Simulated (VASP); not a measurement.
# Al3GaN4 (Cmm2) in VASP: single point with PBEsol

Aim: the single point of Al3GaN4 with PBEsol.

Program: VASP 6.6.1. These are calculated values, not measurements. Logs are shortened: lines on timing, memory, paths and dates and some standing lists are left out, and cuts for length are marked.

## (1) The cell of the first run

The structure is orthorhombic, space group Cmm2 (No. 35). Conventional cell: a = 6.155 Å, b = 6.310 Å, c = 4.407 Å, α = 90.00°, β = 90.00°, γ = 90.00°. Within 2.5 Å of Al (site symmetry 2) lie 4 N at 1.88 to 1.91 Å. Al (site symmetry mm2) has 4 N at 1.88 to 1.91 Å within 2.5 Å. Ga (site symmetry mm2) has 4 N at 1.93 to 1.96 Å within 2.6 Å. Within 2.5 Å of N (site symmetry m) lie 3 Al at 1.88 to 1.91 Å and 1 Ga at 1.93 Å. N (site symmetry m) has 3 Al at 1.88 to 1.91 Å and 1 Ga at 1.96 Å within 2.5 Å.

## (2) Single point, PBEsol (strain +0.0250 x Voigt [0, 0, 0, 0, 1, 0])

INCAR reads:

```
SYSTEM = Al3GaN4
ALGO     = Normal         ! electronic algorithm
EDIFF    = 1E-6           ! SCF threshold, eV
ENCUT    = 520            ! plane-wave cutoff, eV
GGA      = PS             ! functional
ISIF     = 2              ! what is computed and relaxed
ISMEAR   = 0              ! smearing method
LASPH    = .True.         ! aspherical terms in the spheres
LCHARG   = .True.         ! write CHGCAR
LELF     = .True.         ! ELF
LREAL    = .False.        ! projectors in reciprocal space
LVHAR    = .True.       
LWAVE    = .False.        ! write WAVECAR
NBANDS   = 31             ! bands
NELM     = 80             ! most SCF steps
PREC     = Accurate       ! precision mode
SIGMA    = 0.05           ! smearing width, eV
```

KPOINTS reads:

```
k-points
0
Gamma
  6 6 6
  0 0 0
```

POSCAR reads:

```
Al3GaN4
1.0
    4.4069948390      0.0000000000      0.0550874355
    0.0000000000      4.4069948390      0.0000000000
    0.0550874355      0.0000000000      4.4069948390
Al Ga N
3 1 4
Direct
    0.5000000000      0.5000000000      0.0000000000
    0.5000000000      0.0000000000      0.5000000000
    0.0000000000      0.5000000000      0.5000000000
    0.0000000000      0.0000000000      0.0000000000
    0.7447077168      0.7447077168      0.2552922832
    0.7447077168      0.2552922832      0.7447077168
    0.2552922832      0.7447077168      0.7447077168
    0.2552922832      0.2552922832      0.2552922832
```

Potentials or basis: VASP PAW PBE potentials, release 64 (Al, Ga_d, N).

Command:

```bash
$ cat potpaw_PBE.64/Al/POTCAR potpaw_PBE.64/Ga_d/POTCAR potpaw_PBE.64/N/POTCAR > POTCAR
$ mpirun -np 1 vasp_std > vasp.out
```

OUTCAR:

```text
SYSTEM = Al3GaN4
   EDIFF = 1E-6
   ENCUT = 520
   GGA = PS
   ISIF = 2
   ISMEAR = 0
   LASPH = .True.
   LREAL = .False.
   NELM = 80
   PREC = Accurate

 ion  position               nearest neighbor table
   1  0.500  0.500  0.000-   6 1.88   8 1.88   7 1.91   5 1.91   3 3.08   3 3.08   2 3.12   2 3.12
                             2 3.12   4 3.12   2 3.12   4 3.12   4 3.12   4 3.12   3 3.16   3 3.16
   2  0.500  0.000  0.500-   5 1.88   7 1.88   6 1.91   8 1.91   4 3.08   4 3.08   1 3.12   1 3.12
                             1 3.12   3 3.12   1 3.12   3 3.12   3 3.12   3 3.12
   3  0.000  0.500  0.500-   6 1.88   8 1.88   7 1.91   5 1.91   1 3.08   1 3.08   2 3.12   4 3.12
                             2 3.12   4 3.12   4 3.12   4 3.12   2 3.12   2 3.12   1 3.16   1 3.16
   4  0.000  0.000  0.000-   5 1.93   7 1.93   6 1.96   8 1.96   2 3.08   2 3.08   1 3.12   3 3.12
                             1 3.12   3 3.12   3 3.12   1 3.12   3 3.12   1 3.12
   5  0.745  0.745  0.255-   2 1.88   1 1.91   3 1.91   4 1.93
   6  0.745  0.255  0.745-   1 1.88   3 1.88   2 1.91   4 1.96
   7  0.255  0.745  0.745-   2 1.88   1 1.91   3 1.91   4 1.93
   8  0.255  0.255  0.255-   1 1.88   3 1.88   2 1.91   4 1.96

  LATTYP: Found a base centered orthorhombic cell.
 ALAT       =     6.1545264722
 B/A-ratio  =     1.0253164557
 C/A-ratio  =     0.7160574999

  Lattice vectors:

 A1 = (  -4.4069948390,   0.0000000000,  -0.0550874355)
 A2 = (   0.0550874355,   0.0000000000,   4.4069948390)
 A3 = (   0.0000000000,   4.4069948390,   0.0000000000)

Analysis of symmetry for initial positions (statically):
=====================================================================
 Subroutine PRICEL returns:
 Original cell was already a primitive cell.

 Routine SETGRP: Setting up the symmetry group for a
 base centered orthorhombic supercell.

 Subroutine GETGRP returns: Found  4 space group operations
 (whereof  4 operations were pure point group operations)
 out of a pool of  8 trial point group operations.

The static configuration has the point symmetry C_2v.

Analysis of symmetry for dynamics (positions and initial velocities):
=====================================================================
 Subroutine PRICEL returns:
 Original cell was already a primitive cell.

 Routine SETGRP: Setting up the symmetry group for a
 base centered orthorhombic supercell.

 Subroutine GETGRP returns: Found  4 space group operations
 (whereof  4 operations were pure point group operations)
 out of a pool of  8 trial point group operations.

The dynamic configuration has the point symmetry C_2v.

 Subroutine INISYM returns: Found  4 space group operations
 (whereof  4 operations are pure point group operations),
 and found     1 'primitive' translations

----------------------------------------------------------------------------------------

                                     Primitive cell

  volume of cell :      85.5775

  direct lattice vectors                    reciprocal lattice vectors
     4.406994839  0.000000000  0.055087435     0.226947458  0.000000000 -0.002836843
     0.000000000  4.406994839  0.000000000     0.000000000  0.226911997  0.000000000
     0.055087435  0.000000000  4.406994839    -0.002836843  0.000000000  0.226947458

  length of vectors
     4.407339122  4.406994839  4.407339122     0.226965187  0.226911997  0.226965187

  position of ions in fractional coordinates (direct lattice)
     0.500000000  0.500000000  0.000000000
     0.500000000  0.000000000  0.500000000
     0.000000000  0.500000000  0.500000000
     0.000000000  0.000000000  0.000000000
     0.744707717  0.744707717  0.255292283
     0.744707717  0.255292283  0.744707717
     0.255292283  0.744707717  0.744707717
     0.255292283  0.255292283  0.255292283

  ion indices of the primitive-cell ions
   primitive index   ion index
                 1           1
                 2           2
                 3           3
                 4           4
                 5           5
                 6           6
                 7           7
                 8           8

----------------------------------------------------------------------------------------

 KPOINTS: k-points

Automatic generation of k-mesh.
 Grid dimensions read from file:
 generate k-points for:    6    6    6

 Generating k-lattice:

  Cartesian coordinates                     Fractional coordinates (reciprocal lattice)
     0.037824576  0.000000000 -0.000472807     0.166666667  0.000000000  0.000000000
     0.000000000  0.037818666  0.000000000     0.000000000  0.166666667  0.000000000
    -0.000472807  0.000000000  0.037824576     0.000000000  0.000000000  0.166666667

  Length of vectors
     0.037827531  0.037818666  0.037827531

  Shift w.r.t. Gamma in fractional coordinates (k-lattice)
     0.000000000  0.000000000  0.000000000

 Subroutine IBZKPT returns following result:
 ===========================================

 Found     52 irreducible k-points:

 Following reciprocal coordinates:
            Coordinates               Weight
  0.000000  0.000000  0.000000      1.000000
  0.166667  0.000000  0.000000      4.000000
  0.333333  0.000000  0.000000      4.000000
  0.500000  0.000000  0.000000      2.000000
  0.000000  0.166667  0.000000      2.000000
  0.166667  0.166667  0.000000      8.000000
[... 16 lines left out ...]
  0.333333  0.166667  0.166667      8.000000
  0.500000  0.166667  0.166667      8.000000
 [... further k-points ...]
   k-points           NKPTS =     52   k-points in BZ     NKDIM =     52   number of bands    NBANDS=     31
   number of dos      NEDOS =    301   number of ions     NIONS =      8
   total plane-waves  NPLWV =  46656
   dimension x,y,z NGX =    36 NGY =   36 NGZ =   36
   dimension x,y,z NGXF=    72 NGYF=   72 NGZF=   72
   ions per type =               3   1   4
   NGX,Y,Z   is equivalent  to a cutoff of  13.58, 13.58, 13.58 a.u.
   NGXF,Y,Z  is equivalent  to a cutoff of  27.16, 27.16, 27.16 a.u.
 SYSTEM =  Al3GaN4
   PREC   = accura    normal or accurate (medium, high low for compatibility)
   ISTART =      0    job   : 0-new  1-cont  2-samecut
   ICHARG =      2    charge: 1-file 2-atom 10-const
   ISPIN  =      1    spin polarized calculation?
   LNONCOLLINEAR =      F non collinear calculations
   LSORBIT =      F    spin-orbit coupling
   LASPH  =      T    aspherical Exc in radial PAW
   ENCUT  =  520.0 eV  38.22 Ry    6.18 a.u.   8.19  8.19  8.19*2*pi/ulx,y,z
   NELM   =     80;   NELMIN=  2; NELMDL= -5     # of ELM steps
   EDIFF  = 0.1E-05   stopping-criterion for ELM
   LREAL  =      F    real-space projection
[... 7 lines left out ...]
   TEBEG  =    0.0;   TEEND  =   0.0 temperature during run
   PSTRESS=    0.0 pullay stress
   NELECT =      42.0000    total number of electrons
   NUPDOWN=      -1.0000    fix difference up-down
   EMIN   =  10.00;   EMAX   =-10.00  energy-range for DOS
   EFERMI =   0.00;   METHOD = LEGACY
   ISMEAR =     0;   SIGMA  =   0.05  broadening in eV -4-tet -1-fermi 0-gaus
   EFERMI_NEDOS =   21; number of points for ismear=-14 and -15
   IALGO  =     38    algorithm
   IMIX   =      4    mixing-type and parameters
     AMIX     =   0.40;   BMIX     =  1.00
     AMIX_MAG =   1.60;   BMIX_MAG =  1.00
  volume/ion in A,a.u.               =      10.70        72.19
  Fermi-wavevector in a.u.,A,eV,Ry     =   1.291332  2.440264 22.688246  1.667539
  Thomas-Fermi vector in A             =   2.423109
   LORBIT       =      0    0 simple, 1 ext, 2 COOP (PROOUT), +10 PAW based schemes
   GGA     = PS    functional components
   LHFCALC =     F    Hartree Fock is set to
   AEXX    =    0.0000 exact exchange contribution
   IVDW    =     0    specifies the selected vdW correction
   LEPSILON=     F    determine dielectric tensor
   LRPA    =     F    only Hartree local field effects (RPA)
 non-spin polarized calculation
 Gauss-broadening in eV      SIGMA  =   0.05
  energy-cutoff  :      520.00
  volume of cell :       85.58
 maximum number of plane-waves:      2320
 NGX is ok and might be reduce to    36
   NGX = 17   NGY = 17   NGZ = 17

 number of electron      41.9999990 magnetization

 Free energy of the ion-electron system (eV)
  ---------------------------------------------------
  ext. energy  EPLUGINS =         0.00000000
  ---------------------------------------------------
  free energy    TOTEN  =       -59.91520442 eV

  energy without entropy =      -59.91520442  energy(sigma->0) =      -59.91520442

 E-fermi :   5.9331     XC(G=0): -11.3287

 val. band max:        5.6799847545   @ k =   0.0000   0.0000   0.0000
 cond. band min:       8.9149419407   @ k =   0.0000   0.0000   0.0000
 fundamental gap:      3.2349571863
 Fermi energy:         5.9330861304

 k-point     1 :       0.0000    0.0000    0.0000
  band No.  band energies     occupation
      1      -9.5388      2.00000
      2      -7.8228      2.00000
      3      -7.7801      2.00000
      4      -7.7353      2.00000
      5      -6.9915      2.00000
      6      -6.9914      2.00000
[... 23 lines left out ...]
     30      17.4728      0.00000
     31      17.7846      0.00000

 k-point     2 :       0.1667    0.0000    0.0000
  band No.  band energies     occupation
      1      -9.4109      2.00000
      2      -7.8615      2.00000
      3      -7.7871      2.00000
      4      -7.7620      2.00000
      5      -6.9900      2.00000
      6      -6.9866      2.00000
[... 23 lines left out ...]
     30      17.6661      0.00000
     31      17.7529      0.00000

 k-point     3 :       0.3333    0.0000    0.0000
  band No.  band energies     occupation
      1      -9.0522      2.00000
      2      -8.0725      2.00000
      3      -7.8006      2.00000
      4      -7.7950      2.00000
      5      -6.9872      2.00000
      6      -6.9730      2.00000
[... 23 lines left out ...]
     30      17.4149      0.00000
     31      17.8003      0.00000

 k-point     4 :       0.5000    0.0000    0.0000
  band No.  band energies     occupation
      1      -8.6298      2.00000
      2      -8.4425      2.00000
      3      -7.8064      2.00000
      4      -7.8062      2.00000
      5      -6.9857      2.00000
      6      -6.9557      2.00000
[... 23 lines left out ...]
     30      16.6571      0.00000
     31      16.8965      0.00000

 k-point     5 :       0.0000    0.1667    0.0000
  band No.  band energies     occupation
      1      -9.4110      2.00000
      2      -7.8383      2.00000
      3      -7.8298      2.00000
      4      -7.7426      2.00000
      5      -6.9900      2.00000
      6      -6.9866      2.00000
[... 23 lines left out ...]
     30      17.3523      0.00000
     31      17.9637      0.00000
[... 542 lines left out ...]
     30      17.4052      0.00000
     31      17.6314      0.00000

 k-point    22 :       0.1667    0.1667    0.1667
  band No.  band energies     occupation
      1      -9.1794      2.00000
      2      -7.9031      2.00000
      3      -7.8602      2.00000
      4      -7.7494      2.00000
      5      -6.9823      2.00000
      6      -6.9820      2.00000
[... 23 lines left out ...]
     30      17.5841      0.00000
     31      17.6741      0.00000

 k-point    23 :       0.3333    0.1667    0.1667
  band No.  band energies     occupation
      1      -8.8646      2.00000
      2      -8.0447      2.00000
      3      -7.8787      2.00000
      4      -7.7606      2.00000
      5      -6.9797      2.00000
      6      -6.9693      2.00000
[... 23 lines left out ...]
     30      16.6383      0.00000
     31      17.0291      0.00000

 k-point    24 :       0.5000    0.1667    0.1667
  band No.  band energies     occupation
      1      -8.5084      2.00000
      2      -8.3057      2.00000
      3      -7.8852      2.00000
      4      -7.7782      2.00000
      5      -6.9783      2.00000
      6      -6.9559      2.00000
[... 23 lines left out ...]
     30      16.1389      0.00000
     31      16.7249      0.00000

 [... further k-points ...]

------------------------ aborting loop because EDIFF is reached ----------------------------------------

  FORCE on cell =-STRESS in cart. coord.  units (eV):
  Direction    XX          YY          ZZ          XY          YZ          ZX
  --------------------------------------------------------------------------------------
  -------------------------------------------------------------------------------------
  Total        0.0704744      0.0274107      0.0704744      0.0000000      0.0000000     -2.8709213
  in kB        1.3194175      0.5131812      1.3194175      0.0000000      0.0000000    -53.7492132
  external PRESSURE =       1.0506721 kB  Pullay stress =       0.0000000 kB

 VOLUME and BASIS-vectors are now :
 -----------------------------------------------------------------------------
  energy-cutoff  :      520.00
  volume of cell :       85.58
      direct lattice vectors                 reciprocal lattice vectors
     4.406994839  0.000000000  0.055087435     0.226947458  0.000000000 -0.002836843
     0.000000000  4.406994839  0.000000000     0.000000000  0.226911997  0.000000000
     0.055087435  0.000000000  4.406994839    -0.002836843  0.000000000  0.226947458

 POSITION                                       TOTAL-FORCE (eV/Angst)
 -----------------------------------------------------------------------------------
      2.20350      2.20350      0.02754        -0.000000      0.213442      0.000000
      2.23104      0.00000      2.23104         0.000000      0.241592      0.000000
      0.02754      2.20350      2.20350         0.000000      0.213442      0.000000
      0.00000      0.00000      0.00000         0.000000      0.224229      0.000000
      3.29599      3.28192      1.16610         0.019303     -0.218216     -0.019303
      3.32295      1.12507      3.32295        -0.011315     -0.228136     -0.011315
      1.16610      3.28192      3.29599        -0.019303     -0.218216      0.019303
      1.13914      1.12507      1.13914         0.011315     -0.228136      0.011315
 -----------------------------------------------------------------------------------
    total drift:                                0.000000     -0.001117     -0.000000

  FREE ENERGIE OF THE ION-ELECTRON SYSTEM (eV)
  ---------------------------------------------------
  free  energy   TOTEN  =       -59.9152044216 eV

  energy  without entropy=      -59.9152044216  energy(sigma->0) =      -59.91520442
```

Run time: 2.2 min. Hardware: 1 thread of Intel Xeon Platinum 8259CL at 2.50GHz (Skylake/Cascade Lake), shared host; peak memory 0.27 GiB.

Results:

```
Free energy            : -59.9152 eV
Pressure               : 0.1 GPa
Largest force          : 0.242 eV/Å
Band gap on the k mesh : 3.23 eV, direct
```

Forces on the atoms (eV/Å):
```
Al   0.000  0.213  0.000
Al   0.000  0.242  0.000
Al   0.000  0.213  0.000
Ga   0.000  0.224  0.000
N    0.019 -0.218 -0.019
N   -0.011 -0.228 -0.011
N   -0.019 -0.218  0.019
N    0.011 -0.228  0.011
```

Levels at points of the mesh, in eV from the valence-band top:
| k point | band 18 | band 19 | band 20 | band 21 | band 22 | band 23 | band 24 | band 25 |
| --- | --- | --- | --- | --- | --- | --- | --- | --- |
| (0.00, 0.00, 0.00) | -1.90 | -0.12 | -0.06 | 0.00 | 3.23 | 3.24 | 3.28 | 3.37 |
| (0.50, 0.00, 0.00) | -1.28 | -1.27 | -1.00 | -1.00 | 5.46 | 5.51 | 5.98 | 5.99 |
| (0.00, 0.50, 0.00) | -1.39 | -1.16 | -1.12 | -0.88 | 5.44 | 5.51 | 5.97 | 6.01 |
| (0.50, 0.50, 0.00) | -0.89 | -0.61 | -0.60 | -0.60 | 7.18 | 7.40 | 7.43 | 7.67 |
| (0.50, 0.00, 0.50) | -0.90 | -0.67 | -0.59 | -0.52 | 7.21 | 7.37 | 7.44 | 7.63 |
| (0.50, 0.50, 0.50) | -0.63 | -0.47 | -0.44 | -0.39 | 5.39 | 6.75 | 6.86 | 6.95 |

Caveat: the cell differs from its parent crystal (strain +0.0250 x Voigt [0, 0, 0, 0, 1, 0]); the PAW data sets were made with another functional, which shifts forces and pressure a little. A k mesh can miss the band edges.
